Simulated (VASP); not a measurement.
A run of VASP 6.6.1 is set up as follows.

File INCAR:

```
SYSTEM = Ni
PREC = Accurate
ENCUT = 520
EDIFF = 1E-6
ISMEAR = -1
SIGMA = 0.1
LREAL = .FALSE.
LASPH = .TRUE.
NELM = 150
ALGO = Normal
ISIF = 2
LWAVE = .FALSE.
LCHARG = .TRUE.
ISPIN = 2
MAGMOM = 1 1
LORBIT = 11
LMAXMIX = 4
LELF = .TRUE.
LVHAR = .TRUE.
NBANDS = 21
```

Contents of KPOINTS:

```
regular mesh
0
G
  17 17 12
  0 0 0
```

The input POSCAR:

```
Ni
1.0
    1.7124962518      1.7124962518      0.0000000000
   -1.7124962518      1.7124962518      0.0000000000
    0.0000000000      0.0000000000      3.4249925035
Ni
2
Direct
    0.0000000000      0.0000000000      0.0000000000
    0.5000000000      0.5000000000      0.5000000000
```

Potentials or basis: VASP PAW LDA potentials, release 64 (Ni).

The run is started by

```sh
$ cat potpaw_LDA.64/Ni/POTCAR > POTCAR
$ mpirun -np 1 vasp_std > vasp.out
```

Task: What does it give for the site moments?

Result: Ni +0.54 μB.

Task: What does it give for the pressure?

Result: -0.2 GPa.
